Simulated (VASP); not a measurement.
# Mo12Cl in VASP: single point with PBE

Aim: the single point of Mo12Cl with PBE.

Everything below comes from runs of VASP 6.6.1. Logs are shortened: lines on timing, memory, paths and dates and some standing lists are left out, and cuts for length are marked.

**1. The cell of the first run**

The cell holds a slab with vacuum, 13 atoms: a = 5.474 Å, b = 5.474 Å, c = 19.808 Å, α = 90.00°, β = 90.00°, γ = 109.47°.

**2. Single point, PBE**

Contents of INCAR:

```
PREC = Accurate
ENCUT = 520
EDIFF = 1E-7
ISMEAR = 0
SIGMA = 0.1
LREAL = F
LASPH = T
NELM = 60
ALGO = Normal
ISIF = 2
LWAVE = F
LCHARG = F
LDIPOL = T
IDIPOL = 3
DIPOL = 0.5 0.5 0.328
GGA = PE
NBANDS = 100
```

Contents of KPOINTS:

```
Automatic mesh
0
Gamma
  5 5 1
```

Contents of POSCAR:

```
Mo12Cl
1.0
    5.4740909335      0.0000000000      0.0000000000
   -1.8246969778      5.1610224265      0.0000000000
    0.0000000000      0.0000000000     19.8082441086
Mo Cl
12 1
Direct
    0.2500000000      0.2500000000      0.2019361221
    0.2500000000      0.7500000000      0.2019361221
    0.7500000000      0.2500000000      0.2019361221
    0.7500000000      0.7500000000      0.2019361221
    0.0000000000      0.0000000000      0.3106875862
    0.0000000000      0.5000000000      0.3106875862
    0.5000000000      0.0000000000      0.3106875862
    0.5000000000      0.5000000000      0.3106875862
    0.2500000000      0.2500000000      0.4194336491
    0.2500000000      0.7500000000      0.4194336491
    0.7500000000      0.2500000000      0.4194336491
    0.7500000000      0.7500000000      0.4194336491
    0.2500000000      0.2500000000      0.5383831076
```

Potentials or basis: VASP PAW PBE potentials, release 64 (Mo_sv, Cl).

Started as:

```console
> cat potpaw_PBE.64/Mo_sv/POTCAR potpaw_PBE.64/Cl/POTCAR > POTCAR
> mpirun -np 1 vasp_std > vasp.out
```

OUTCAR:

```text
PREC = Accurate
   ENCUT = 520
   EDIFF = 1E-7
   ISMEAR = 0
   LREAL = F
   LASPH = T
   NELM = 60
   ISIF = 2
   GGA = PE

 ion  position               nearest neighbor table
   1  0.250  0.250  0.202-   5 2.67   8 2.67   2 2.74   2 2.74   3 2.74   3 2.74   7 3.10   6 3.10
                             4 3.16   4 3.16
   2  0.250  0.750  0.202-   6 2.67   7 2.67   1 2.74   1 2.74   4 2.74   4 2.74   5 3.10   8 3.10
                             3 3.16   3 3.16
   3  0.750  0.250  0.202-   6 2.67   7 2.67   4 2.74   4 2.74   1 2.74   1 2.74   5 3.10   8 3.10
                             2 3.16   2 3.16
   4  0.750  0.750  0.202-   5 2.67   8 2.67   3 2.74   3 2.74   2 2.74   2 2.74   7 3.10   6 3.10
                             1 3.16   1 3.16
   5  0.000  0.000  0.311-   9 2.67  12 2.67   1 2.67   4 2.67   6 2.74   6 2.74   7 2.74   7 2.74
                            11 3.10  10 3.10   3 3.10   2 3.10   8 3.16   8 3.16
   6  0.000  0.500  0.311-  10 2.67  11 2.67   2 2.67   3 2.67   5 2.74   5 2.74   8 2.74   8 2.74
                             9 3.10  12 3.10   1 3.10   4 3.10   7 3.16   7 3.16
   7  0.500  0.000  0.311-  10 2.67  11 2.67   2 2.67   3 2.67   8 2.74   8 2.74   5 2.74   5 2.74
                             9 3.10  12 3.10   1 3.10   4 3.10   6 3.16   6 3.16
   8  0.500  0.500  0.311-   9 2.67  12 2.67   1 2.67   4 2.67   7 2.74   7 2.74   6 2.74   6 2.74
                            11 3.10  10 3.10   3 3.10   2 3.10   5 3.16   5 3.16
   9  0.250  0.250  0.419-  13 2.36   8 2.67   5 2.67  10 2.74  10 2.74  11 2.74  11 2.74   6 3.10
                             7 3.10  12 3.16  12 3.16
  10  0.250  0.750  0.419-   6 2.67   7 2.67   9 2.74   9 2.74  12 2.74  12 2.74   5 3.10   8 3.10
                            11 3.16  11 3.16
  11  0.750  0.250  0.419-   6 2.67   7 2.67  12 2.74  12 2.74   9 2.74   9 2.74   5 3.10   8 3.10
                            10 3.16  10 3.16
  12  0.750  0.750  0.419-   5 2.67   8 2.67  11 2.74  11 2.74  10 2.74  10 2.74   7 3.10   6 3.10
                             9 3.16   9 3.16
  13  0.250  0.250  0.538-   9 2.36

  LATTYP: Found a base centered orthorhombic cell.
 ALAT       =     6.3209357480
 B/A-ratio  =     1.4142135624
 C/A-ratio  =     3.1337518523

  Lattice vectors:

 A1 = (   5.4740909335,   0.0000000000,   0.0000000000)
 A2 = (  -1.8246969778,   5.1610224265,   0.0000000000)
 A3 = (   0.0000000000,   0.0000000000,  19.8082441086)

Analysis of symmetry for initial positions (statically):
=====================================================================
 Subroutine PRICEL returns:
 Original cell was already a primitive cell.

 Routine SETGRP: Setting up the symmetry group for a
 base centered orthorhombic supercell.

 Subroutine GETGRP returns: Found  4 space group operations
 (whereof  2 operations were pure point group operations)
 out of a pool of  8 trial point group operations.

The static configuration has the point symmetry C_1h.
 The point group associated with its full space group is C_2v.

Analysis of symmetry for dynamics (positions and initial velocities):
=====================================================================
 Subroutine PRICEL returns:
 Original cell was already a primitive cell.

 Routine SETGRP: Setting up the symmetry group for a
 base centered orthorhombic supercell.

 Subroutine GETGRP returns: Found  4 space group operations
 (whereof  2 operations were pure point group operations)
 out of a pool of  8 trial point group operations.

The dynamic configuration has the point symmetry C_1h.
 The point group associated with its full space group is C_2v.

 Subroutine INISYM returns: Found  4 space group operations
 (whereof  2 operations are pure point group operations),
 and found     1 'primitive' translations

----------------------------------------------------------------------------------------

                                     Primitive cell

  volume of cell :     559.6207

  direct lattice vectors                    reciprocal lattice vectors
     5.474090934  0.000000000  0.000000000     0.182678734  0.064586686  0.000000000
    -1.824696978  5.161022426  0.000000000     0.000000000  0.193760057  0.000000000
     0.000000000  0.000000000 19.808244109     0.000000000  0.000000000  0.050484031

  length of vectors
     5.474090934  5.474090933 19.808244109     0.193760057  0.193760057  0.050484031

  position of ions in fractional coordinates (direct lattice)
[... 53 lines left out ...]

 Found      9 irreducible k-points:

 Following reciprocal coordinates:
            Coordinates               Weight
  0.000000  0.000000  0.000000      1.000000
  0.200000 -0.000000  0.000000      4.000000
  0.400000  0.000000  0.000000      4.000000
  0.200000  0.200000  0.000000      2.000000
  0.400000  0.200000  0.000000      4.000000
 -0.400000  0.200000  0.000000      4.000000
 -0.200000  0.200000  0.000000      2.000000
  0.400000  0.400000  0.000000      2.000000
 -0.400000  0.400000  0.000000      2.000000
   k-points           NKPTS =      9   k-points in BZ     NKDIM =      9   number of bands    NBANDS=    100
   number of dos      NEDOS =    301   number of ions     NIONS =     13
   total plane-waves  NPLWV = 264600
   dimension x,y,z NGX =    42 NGY =   42 NGZ =  150
   dimension x,y,z NGXF=    84 NGYF=   84 NGZF=  300
   ions per type =              12   1
   NGX,Y,Z   is equivalent  to a cutoff of  12.76, 12.76, 12.59 a.u.
   NGXF,Y,Z  is equivalent  to a cutoff of  25.51, 25.51, 25.18 a.u.
 SYSTEM =  unknown system
   PREC   = accura    normal or accurate (medium, high low for compatibility)
   ISTART =      0    job   : 0-new  1-cont  2-samecut
   ICHARG =      2    charge: 1-file 2-atom 10-const
   ISPIN  =      1    spin polarized calculation?
   LNONCOLLINEAR =      F non collinear calculations
   LSORBIT =      F    spin-orbit coupling
   LASPH  =      T    aspherical Exc in radial PAW
   ENCUT  =  520.0 eV  38.22 Ry    6.18 a.u.  10.18 10.18 36.83*2*pi/ulx,y,z
   NELM   =     60;   NELMIN=  2; NELMDL= -5     # of ELM steps
   EDIFF  = 0.1E-06   stopping-criterion for ELM
   LREAL  =      F    real-space projection
   EDIFFG = 0.1E-05   stopping-criterion for IOM
   NSW    =      0    number of steps for IOM
   IBRION =     -1    ionic relax: 0-MD 1-quasi-New 2-CG
   NFREE  =      0    steps in history (QN), initial steepest desc. (CG)
   ISIF   =      2    stress and relaxation
   ISYM   =      2    0-nonsym 1-usesym 2-fastsym
   POTIM  = 0.5000    time-step for ionic-motion
   TEBEG  =    0.0;   TEEND  =   0.0 temperature during run
   PSTRESS=    0.0 pullay stress
   NELECT =     175.0000    total number of electrons
   NUPDOWN=      -1.0000    fix difference up-down
   EMIN   =  10.00;   EMAX   =-10.00  energy-range for DOS
   EFERMI =   0.00;   METHOD = LEGACY
   ISMEAR =     0;   SIGMA  =   0.10  broadening in eV -4-tet -1-fermi 0-gaus
   EFERMI_NEDOS =   21; number of points for ismear=-14 and -15
   IALGO  =     38    algorithm
   IMIX   =      4    mixing-type and parameters
     AMIX     =   0.40;   BMIX     =  1.00
     AMIX_MAG =   1.60;   BMIX_MAG =  1.00
  volume/ion in A,a.u.               =      43.05       290.50
  Fermi-wavevector in a.u.,A,eV,Ry     =   1.111193  2.099851 16.799800  1.234750
  Thomas-Fermi vector in A             =   2.247754
   LORBIT       =      0    0 simple, 1 ext, 2 COOP (PROOUT), +10 PAW based schemes
   GGA     = PE    functional components
   LHFCALC =     F    Hartree Fock is set to
   AEXX    =    0.0000 exact exchange contribution
   IVDW    =     0    specifies the selected vdW correction
   LEPSILON=     F    determine dielectric tensor
   LRPA    =     F    only Hartree local field effects (RPA)
 non-spin polarized calculation
 Gauss-broadening in eV      SIGMA  =   0.10
  energy-cutoff  :      520.00
  volume of cell :      559.62
 maximum number of plane-waves:     15102
 NGX is ok and might be reduce to    42
   NGX = 21   NGY = 21   NGZ = 73

 dipolmoment           0.000000      0.000000     -0.204461 electrons x Angstroem

 number of electron     174.9999985 magnetization

 dipolmoment           0.000000      0.000000      0.095432 electrons x Angstroem

 Free energy of the ion-electron system (eV)
  ---------------------------------------------------
  ext. energy  EPLUGINS =         0.00000000
  ---------------------------------------------------
  free energy    TOTEN  =      -124.84176204 eV

  energy without entropy =     -124.76695695  energy(sigma->0) =     -124.80435950

 E-fermi :   1.3264     XC(G=0):  -5.8518

 val. band max:        1.3200705472   @ k =   0.4000   0.4000   0.0000
 cond. band min:       1.3394990578   @ k =   0.4000   0.4000   0.0000
 fundamental gap:      0.0194285105
 Fermi energy:         1.3263826922

 k-point     1 :       0.0000    0.0000    0.0000
  band No.  band energies     occupation
      1     -59.9139      2.00000
      2     -59.7416      2.00000
      3     -59.7234      2.00000
      4     -59.6859      2.00000
      5     -59.6628      2.00000
      6     -59.5933      2.00000
[... 907 lines left out ...]
     98       2.2129      0.00000
     99       2.2794      0.00000
 [bands above 99 left out]

------------------------ aborting loop because EDIFF is reached ----------------------------------------

 vacuum level on the upper side and lower side of the slab       (xc-potential included)         0.220        -0.386

  FORCE on cell =-STRESS in cart. coord.  units (eV):
  Direction    XX          YY          ZZ          XY          YZ          ZX
  --------------------------------------------------------------------------------------
  -------------------------------------------------------------------------------------
  Total       -9.9027482     -9.0692857      1.1384698      1.1786941      0.0000000      0.0000000
  in kB      -28.3512746    -25.9650959      3.2594052      3.3745661      0.0000000      0.0000000
  external PRESSURE =     -17.0189884 kB  Pullay stress =       0.0000000 kB

 VOLUME and BASIS-vectors are now :
 -----------------------------------------------------------------------------
  energy-cutoff  :      520.00
  volume of cell :      559.62
      direct lattice vectors                 reciprocal lattice vectors
     5.474090934  0.000000000  0.000000000     0.182678734  0.064586686  0.000000000
    -1.824696978  5.161022426  0.000000000     0.000000000  0.193760057  0.000000000
     0.000000000  0.000000000 19.808244109     0.000000000  0.000000000  0.050484031

 POSITION                                       TOTAL-FORCE (eV/Angst)
 -----------------------------------------------------------------------------------
      0.91235      1.29026      4.00000        -0.000000     -0.000000      0.000067
      0.00000      3.87077      4.00000        -0.000000     -0.000000     -0.121295
      3.64939      1.29026      4.00000        -0.000000     -0.000000     -0.121295
      2.73705      3.87077      4.00000        -0.000000      0.000000      0.080116
      0.00000      0.00000      6.15418        -0.114114     -0.161382     -0.201824
     -0.91235      2.58051      6.15418         0.085893     -0.060736      0.090899
      2.73705      0.00000      6.15418        -0.085893      0.060736      0.090899
      1.82470      2.58051      6.15418         0.114114      0.161382     -0.201824
      0.91235      1.29026      8.30824        -0.000000     -0.000000      1.008210
      0.00000      3.87077      8.30824        -0.000000     -0.000000     -0.106438
      3.64939      1.29026      8.30824        -0.000000      0.000000     -0.106438
      2.73705      3.87077      8.30824        -0.000000      0.000000     -0.431171
      0.91235      1.29026     10.66442        -0.000000      0.000000      0.020095
 -----------------------------------------------------------------------------------
    total drift:                                0.000000      0.000000      0.000644

  FREE ENERGIE OF THE ION-ELECTRON SYSTEM (eV)
  ---------------------------------------------------
  free  energy   TOTEN  =      -124.8417620435 eV

  energy  without entropy=     -124.7669569540  energy(sigma->0) =     -124.80435950

 vacuum level on the upper side and lower side of the slab         6.554         5.931
```

It took 41 min on 1 thread of Intel Xeon Platinum 8375C at 2.90GHz (Ice Lake), shared host; peak memory 0.75 GiB.

What came out:

```
Free energy            : -124.8418 eV
Largest force          : 1.008 eV/Å
Band gap on the k mesh : zero (an odd number of electrons rules out a gap without spin polarisation)
```

Forces on the atoms (eV/Å):
```
Mo   0.000  0.000  0.000
Mo   0.000  0.000 -0.121
Mo   0.000  0.000 -0.121
Mo   0.000  0.000  0.080
Mo  -0.114 -0.161 -0.202
Mo   0.086 -0.061  0.091
Mo  -0.086  0.061  0.091
Mo   0.114  0.161 -0.202
Mo   0.000  0.000  1.008
Mo   0.000  0.000 -0.106
Mo   0.000  0.000 -0.106
Mo   0.000  0.000 -0.431
Cl   0.000  0.000  0.020
```

Levels at points of the mesh, in eV from the Fermi level:
```csv
k point,band 85,band 86,band 87,band 88,band 89,band 90,band 91,band 92
"(0.00, 0.00, 0.00)",0.44,0.47,0.90,1.27,1.30,1.32,1.33,1.45
```

Caveat: an odd number of electrons without spin polarisation forces a metal; a magnetic or distorted state may lie lower.
